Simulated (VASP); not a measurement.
# SiO2 (R-3m) in VASP: notebook, part 2 of 2

VASP 6.6.1. Earlier steps stand in the parts before.

## Step 5: Single point, PBE

This run uses another cell than the first one, of 11.47 Å³/atom, 1.261 times its volume.

INCAR

```
SYSTEM = SiO2
  ALGO = Normal
  EDIFF = 1E-7
  ENCUT = 520
  GGA = PE
  ISIF = 2
  ISMEAR = 0
  LASPH = .True.
  LCHARG = .False.
  LREAL = .False.
  LWAVE = .False.
  NBANDS = 15
  NELM = 60
  PREC = Accurate
  SIGMA = 0.02
```

KPOINTS

```
k-points
0
Gamma
  12 12 12
  0 0 0
```

POSCAR

```
SiO2
1.0
    1.3493059636      0.7790221613      5.4564342871
   -1.3493059636      0.7790221613      5.4564342871
    0.0000000000     -1.5580443227      5.4564342871
Si O
1 2
Direct
    0.0000000000      0.0000000000      0.0000000000
    0.2774002556      0.2774002556      0.2774002556
    0.7225997444      0.7225997444      0.7225997444
```

Potentials or basis: VASP PAW PBE potentials, release 64 (Si, O).

The run is started by

```
> cat potpaw_PBE.64/Si/POTCAR potpaw_PBE.64/O/POTCAR > POTCAR
> mpirun -np 1 vasp_std > vasp.out
```

OUTCAR:

```text
SYSTEM = SiO2
   EDIFF = 1E-7
   ENCUT = 520
   GGA = PE
   ISIF = 2
   ISMEAR = 0
   LASPH = .True.
   LREAL = .False.
   NELM = 60
   PREC = Accurate

 ion  position               nearest neighbor table
   1  0.000  0.000  0.000-   3 1.81   3 1.81   2 1.81   2 1.81   3 1.81   2 1.81
   2  0.277  0.277  0.277-   1 1.81   1 1.81   1 1.81
   3  0.723  0.723  0.723-   1 1.81   1 1.81   1 1.81

  LATTYP: Found a trigonal (rhomboedric) cell.
 ALAT       =     5.6745200009
 COS(alpha) =     0.8869182260

  Lattice vectors:

 A1 = (   1.3493059636,   0.7790221613,   5.4564342871)
 A2 = (  -1.3493059636,   0.7790221613,   5.4564342871)
 A3 = (   0.0000000000,  -1.5580443227,   5.4564342871)

Analysis of symmetry for initial positions (statically):
=====================================================================
 Subroutine PRICEL returns:
 Original cell was already a primitive cell.

 Routine SETGRP: Setting up the symmetry group for a
 trigonal (rhombohedral) supercell.

 Subroutine GETGRP returns: Found 12 space group operations
 (whereof 12 operations were pure point group operations)
 out of a pool of 12 trial point group operations.

The static configuration has the point symmetry D_3d.

Analysis of symmetry for dynamics (positions and initial velocities):
=====================================================================
 Subroutine PRICEL returns:
 Original cell was already a primitive cell.

 Routine SETGRP: Setting up the symmetry group for a
 trigonal (rhombohedral) supercell.

 Subroutine GETGRP returns: Found 12 space group operations
 (whereof 12 operations were pure point group operations)
 out of a pool of 12 trial point group operations.

The dynamic configuration has the point symmetry D_3d.

 Subroutine INISYM returns: Found 12 space group operations
 (whereof 12 operations are pure point group operations),
 and found     1 'primitive' translations
[... 120 lines left out ...]
  Thomas-Fermi vector in A             =   2.401363
   LORBIT       =      0    0 simple, 1 ext, 2 COOP (PROOUT), +10 PAW based schemes
   GGA     = PE    functional components
   LHFCALC =     F    Hartree Fock is set to
   AEXX    =    0.0000 exact exchange contribution
   IVDW    =     0    specifies the selected vdW correction
   LEPSILON=     F    determine dielectric tensor
   LRPA    =     F    only Hartree local field effects (RPA)
 non-spin polarized calculation
 Gauss-broadening in eV      SIGMA  =   0.02
  energy-cutoff  :      520.00
  volume of cell :       34.41
 maximum number of plane-waves:       943
   NGX = 21   NGY = 21   NGZ = 21

 number of electron      16.0000004 magnetization

 Free energy of the ion-electron system (eV)
  ---------------------------------------------------
  ext. energy  EPLUGINS =         0.00000000
  ---------------------------------------------------
  free energy    TOTEN  =       -22.76736801 eV

  energy without entropy =      -22.76736801  energy(sigma->0) =      -22.76736801

 E-fermi :   1.9641     XC(G=0):  -9.4871

 val. band max:        1.8044438034   @ k =  -0.1667   0.0833   0.0000
 cond. band min:       8.0318309057   @ k =   0.0000   0.0000   0.0000
 fundamental gap:      6.2273871023
 Fermi energy:         1.9641132014

 k-point     1 :       0.0000    0.0000    0.0000
  band No.  band energies     occupation
      1     -19.3129      2.00000
      2     -15.5497      2.00000
      3      -2.8756      2.00000
      4      -0.2459      2.00000
      5      -0.2459      2.00000
      6       0.8178      2.00000
      7       0.8178      2.00000
      8       1.3474      2.00000
      9       8.0318      0.00000
     10      10.1702      0.00000
     11      12.8744      0.00000
     12      15.0931      0.00000
     13      15.0931      0.00000
     14      18.4951      0.00000
[... 401 lines left out ...]
      2     -15.4627      2.00000
      3      -6.0760      2.00000
      4      -4.0777      2.00000
      5      -3.1594      2.00000
      6      -1.0269      2.00000
      7       0.6861      2.00000
      8       1.1791      2.00000
      9      11.1268      0.00000
     10      13.6036      0.00000
     11      15.1603      0.00000
     12      16.1659      0.00000
     13      16.2424      0.00000
     14      16.9124      0.00000
     15      17.5760      0.00000

 [... further k-points ...]
[... 5 lines left out ...]
  --------------------------------------------------------------------------------------
  -------------------------------------------------------------------------------------
  Total        0.1440780      0.1440780     -0.0169710      0.0000000      0.0000000      0.0000000
  in kB        6.7079179      6.7079179     -0.7901263      0.0000000      0.0000000      0.0000000
  external PRESSURE =       4.2085698 kB  Pullay stress =       0.0000000 kB

 VOLUME and BASIS-vectors are now :
 -----------------------------------------------------------------------------
  energy-cutoff  :      520.00
  volume of cell :       34.41
      direct lattice vectors                 reciprocal lattice vectors
     1.349305964  0.779022161  5.456434287     0.370560876  0.213943422  0.061089957
    -1.349305964  0.779022161  5.456434287    -0.370560876  0.213943422  0.061089957
     0.000000000 -1.558044323  5.456434287     0.000000000 -0.427886843  0.061089957

 POSITION                                       TOTAL-FORCE (eV/Angst)
 -----------------------------------------------------------------------------------
      0.00000      0.00000      0.00000         0.000000      0.000000      0.000000
      0.00000     -0.00000      4.54085         0.000000      0.000000     -0.013724
      0.00000     -0.00000     11.82845         0.000000     -0.000000      0.013724
 -----------------------------------------------------------------------------------
    total drift:                               -0.000000      0.000000     -0.000000

  FREE ENERGIE OF THE ION-ELECTRON SYSTEM (eV)
  ---------------------------------------------------
  free  energy   TOTEN  =       -22.7673680126 eV

  energy  without entropy=      -22.7673680126  energy(sigma->0) =      -22.76736801
```

stdout:

```text
POSCAR found type information on POSCAR SiO
 POSCAR found :  2 types and       3 ions
 scaLAPACK will be used
 LDA part: xc-table for (Slater+PW92), standard interpolation
 POSCAR, INCAR and KPOINTS ok, starting setup
 FFT: planning ... GRIDC
 FFT: planning ... GRID_SOFT
 FFT: planning ... GRID
 WAVECAR not read
 entering main loop
```

It took 7.2 min on 1 thread of AMD EPYC 7R13, shared host; peak memory 0.26 GiB.

Results:

```yaml
Free_energy: -22.7674 eV
Pressure: 0.4 GPa
Largest_force: 0.014 eV/Å
Band_gap_on_the_k_mesh: 6.23 eV, indirect (least direct gap 6.68 eV)
```

Forces on the atoms (eV/Å):
```
Si   0.000  0.000  0.000
O    0.000  0.000 -0.014
O    0.000  0.000  0.014
```

Levels at points of the mesh, in eV from the valence-band top:
| k point | band 4 | band 5 | band 6 | band 7 | band 8 | band 9 | band 10 | band 11 | band 12 | band 13 |
| --- | --- | --- | --- | --- | --- | --- | --- | --- | --- | --- |
| (0.00, 0.00, 0.00) | -2.05 | -2.05 | -0.99 | -0.99 | -0.46 | 6.23 | 8.37 | 11.07 | 13.29 | 13.29 |
| (0.50, 0.00, 0.00) | -6.16 | -3.81 | -1.72 | -1.40 | -0.96 | 7.96 | 10.48 | 13.08 | 14.23 | 14.77 |
| (0.50, 0.50, 0.00) | -6.19 | -3.82 | -1.69 | -1.39 | -0.84 | 7.88 | 10.13 | 12.26 | 14.86 | 15.30 |
| (0.50, 0.50, 0.50) | -2.05 | -2.05 | -0.99 | -0.99 | -0.90 | 6.89 | 8.31 | 10.30 | 13.30 | 13.30 |

A k mesh can miss the band edges. PBE gaps usually lie below the measured ones, often by a third to a half.

## Step 6: Relaxation of cell and atoms, PBE

This run uses another cell than the first one, of 10.91 Å³/atom, 1.199 times its volume.

INCAR

```
ALGO = Normal
EDIFF = 1E-6
EDIFFG = -0.01
ENCUT = 600
GGA = PE
IBRION = 2
ISIF = 3
ISMEAR = 0
LASPH = True
LCHARG = False
LREAL = False
LWAVE = False
NELM = 100
NSW = 100
PREC = Accurate
SIGMA = 0.02
```

KPOINTS

```
k-points
0
Gamma
  12 12 12
```

POSCAR

```
SiO2
1.0
    1.3495120872      0.7791411668      5.1859495805
   -1.3495120872      0.7791411668      5.1859495805
    0.0000000000     -1.5582823337      5.1859495805
Si O
1 2
Direct
    0.0000000000      0.0000000000      0.0000000000
    0.2745202382      0.2745202382      0.2745202382
    0.7254797618      0.7254797618      0.7254797618
```

Potentials or basis: VASP PAW PBE potentials, release 64 (Si, O).

The run is started by

```
> cat potpaw_PBE.64/Si/POTCAR potpaw_PBE.64/O/POTCAR > POTCAR
> mpirun -np 1 vasp_std > vasp.out
```

OUTCAR:

```text
EDIFF = 1E-6
   EDIFFG = -0.01
   ENCUT = 600
   GGA = PE
   IBRION = 2
   ISIF = 3
   ISMEAR = 0
   LASPH = True
   LREAL = False
   NELM = 100
   NSW = 100
   PREC = Accurate

 ion  position               nearest neighbor table
   1  0.000  0.000  0.000-   3 1.81   3 1.81   2 1.81   2 1.81   3 1.81   2 1.81
   2  0.275  0.275  0.275-   1 1.81   1 1.81   1 1.81
   3  0.725  0.725  0.725-   1 1.81   1 1.81   1 1.81

  LATTYP: Found a trigonal (rhomboedric) cell.
 ALAT       =     5.4150084841
 COS(alpha) =     0.8757817889

  Lattice vectors:

 A1 = (   1.3495120872,   0.7791411668,   5.1859495805)
 A2 = (  -1.3495120872,   0.7791411668,   5.1859495805)
 A3 = (   0.0000000000,  -1.5582823337,   5.1859495805)

Analysis of symmetry for initial positions (statically):
=====================================================================
 Subroutine PRICEL returns:
 Original cell was already a primitive cell.

 Routine SETGRP: Setting up the symmetry group for a
 trigonal (rhombohedral) supercell.

 Subroutine GETGRP returns: Found 12 space group operations
 (whereof 12 operations were pure point group operations)
 out of a pool of 12 trial point group operations.

The static configuration has the point symmetry D_3d.

Analysis of symmetry for dynamics (positions and initial velocities):
=====================================================================
 Subroutine PRICEL returns:
 Original cell was already a primitive cell.

 Routine SETGRP: Setting up the symmetry group for a
 trigonal (rhombohedral) supercell.

 Subroutine GETGRP returns: Found 12 space group operations
 (whereof 12 operations were pure point group operations)
 out of a pool of 12 trial point group operations.

The dynamic configuration has the point symmetry D_3d.

 Subroutine INISYM returns: Found 12 space group operations
 (whereof 12 operations are pure point group operations),
 and found     1 'primitive' translations

[... 131 lines left out ...]
  volume of cell :       32.72
 maximum number of plane-waves:      1119
 NGX is ok and might be reduce to    48
   NGX = 21   NGY = 21   NGZ = 21

--------------------------------------- Ionic step        1  -------------------------------------------

 number of electron      16.0000002 magnetization

 Free energy of the ion-electron system (eV)
  ---------------------------------------------------
  ext. energy  EPLUGINS =         0.00000000
  ---------------------------------------------------
  free energy    TOTEN  =       -22.77225438 eV

  energy without entropy =      -22.77225438  energy(sigma->0) =      -22.77225438

------------------------ aborting loop because EDIFF is reached ----------------------------------------

  FORCE on cell =-STRESS in cart. coord.  units (eV):
  Direction    XX          YY          ZZ          XY          YZ          ZX
  --------------------------------------------------------------------------------------
  -------------------------------------------------------------------------------------
  Total        0.0858323      0.0858323     -0.0028058      0.0000000      0.0000000      0.0000000
  in kB        4.2032842      4.2032842     -0.1374007      0.0000000      0.0000000      0.0000000
  external PRESSURE =       2.7563893 kB  Pullay stress =       0.0000000 kB
[... 98 lines left out ...]
--------------------------------------- Ionic step        4  -------------------------------------------

 number of electron      16.0000002 magnetization

 Free energy of the ion-electron system (eV)
  ---------------------------------------------------
  ext. energy  EPLUGINS =         0.00000000
  ---------------------------------------------------
  free energy    TOTEN  =       -22.77232601 eV

  energy without entropy =      -22.77232601  energy(sigma->0) =      -22.77232601

 E-fermi :   2.5858     XC(G=0):  -9.8352

 val. band max:        2.4098579206   @ k =  -0.1667   0.0833  -0.0000
 cond. band min:       8.5583409203   @ k =   0.0000   0.0000   0.0000
 fundamental gap:      6.1484829997
 Fermi energy:         2.5858225845

 k-point     1 :       0.0000    0.0000    0.0000
  band No.  band energies     occupation
      1     -18.7526      2.00000
      2     -14.9773      2.00000
      3      -2.3836      2.00000
      4       0.2948      2.00000
      5       0.2948      2.00000
      6       1.3616      2.00000
      7       1.3616      2.00000
      8       2.0017      2.00000
      9       8.5583      0.00000
     10      10.6952      0.00000
     11      14.1157      0.00000
     12      15.6099      0.00000
[... 331 lines left out ...]
 k-point    24 :      -0.4167    0.1667    0.0000
  band No.  band energies     occupation
      1     -15.7426      2.00000
      2     -14.9100      2.00000
      3      -5.5166      2.00000
      4      -3.5098      2.00000
      5      -2.6100      2.00000
      6      -0.4849      2.00000
      7       1.2377      2.00000
      8       1.7090      2.00000
      9      11.6675      0.00000
     10      14.1809      0.00000
     11      15.7909      0.00000
     12      16.7564      0.00000

 [... further k-points ...]
[... 5 lines left out ...]
  --------------------------------------------------------------------------------------
  -------------------------------------------------------------------------------------
  Total       -0.0045124     -0.0045124     -0.0112889      0.0000000      0.0000000      0.0000000
  in kB       -0.2207455     -0.2207455     -0.5522545      0.0000000      0.0000000      0.0000000
  external PRESSURE =      -0.3312485 kB  Pullay stress =       0.0000000 kB
[... 18 lines left out ...]
  FREE ENERGIE OF THE ION-ELECTRON SYSTEM (eV)
  ---------------------------------------------------
  free  energy   TOTEN  =       -22.7723260059 eV

  energy  without entropy=      -22.7723260059  energy(sigma->0) =      -22.77232601

 reached required accuracy - stopping structural energy minimisation
```

CONTCAR:

```text
SiO2
   1.00000000000000
     1.3506116891194955    0.7797760222642482    5.1828811627706948
    -1.3506116891194955    0.7797760222642482    5.1828811627706948
     0.0000000000000000   -1.5595520446285192    5.1828811627706868
  Si              O
     1     2
Direct
     1.0000000000000000    1.0000000000000000    1.0000000000000000
     0.2745132285150794    0.2745132285150794    0.2745132285150794
     0.7254867714849206    0.7254867714849206    0.7254867714849206

  0.00000000E+00  0.00000000E+00  0.00000000E+00
  0.00000000E+00  0.00000000E+00  0.00000000E+00
  0.00000000E+00  0.00000000E+00  0.00000000E+00
```

It took 18 min on 1 thread of AMD EPYC 7R13, shared host; peak memory 0.34 GiB.

What came out:

* Free energy: -22.7723 eV
* Relaxed volume: 10.92 Å³/atom
* Relaxed cell: a = 5.412 Å, b = 5.412 Å, c = 5.412 Å, α = 28.90°, β = 28.90°, γ = 28.90°
* Space group after relaxing (to 0.05 Å): R-3m (No. 166)
* Energy gained by relaxing: 0.0 meV/atom
* Ionic steps: 4
* Pressure after relaxing: 0.0 GPa
* Largest force after relaxing: 0.010 eV/Å
* Band gap on the k mesh: 6.15 eV, indirect (least direct gap 6.56 eV)

Forces in eV/Å, atoms in the order of the input:
```
Si   0.000  0.000  0.000
O    0.000  0.000 -0.010
O    0.000  0.000  0.010
```

Final structure:
```xyz
3
Lattice="1.3506 0.7798 5.1829 -1.3506 0.7798 5.1829 0.0000 -1.5596 5.1829" Properties=species:S:1:pos:R:3 pbc="T T T"
Si    0.0000    0.0000   15.5486
O     0.0000    0.0000    4.2683
O     0.0000    0.0000   11.2803
```

## Step 7: The runs side by side

| task | cell | k mesh | cutoff (eV) | smearing | gap on the mesh (eV) | pressure (GPa) | relaxed volume (Å³/atom) | largest force (eV/Å) |
| --- | --- | --- | --- | --- | --- | --- | --- | --- |
| single point | a = 4.646 Å, angles 33.6°, 3 atoms | 6 × 6 × 6 | 520 | gaussian 0.1 eV | 4.61 | -16.3 | - | 4.49 |
| single point | a = 5.415 Å, angles 28.9°, 3 atoms | 6 × 6 × 6 | 520 | gaussian 0.1 eV | 6.21 | 0.5 | - | 0.01 |
| relaxation of cell and atoms | relaxed from a = 4.646 Å, angles 33.6°, 3 atoms | 6 × 6 × 6 | 600 | gaussian 0.1 eV | 6.12 | -0.1 | 10.61 | 0.01 |
| single point | a = 5.675 Å, angles 27.5°, 3 atoms | 12 × 12 × 12 | 520 | gaussian 0.02 eV | 6.23 | 0.4 | - | 0.01 |
| relaxation of cell and atoms | relaxed from a = 5.415 Å, angles 28.9°, 3 atoms | 12 × 12 × 12 | 600 | gaussian 0.02 eV | 6.15 | 0.0 | 10.92 | 0.01 |

Alike in all rows: level PBE; potentials or basis VASP PAW PBE potentials, release 64 (Si, O); no spin polarisation.

Caveats: some runs use coarse meshes; forces of over 1 eV/Å act on the atoms, so gaps and moduli don't describe the material at rest (some runs); the volume moved by over 15 % at a fixed basis, so the end points are rough (some runs).

Total energies depend on the potentials used, so only differences within one code and one set of settings carry meaning.
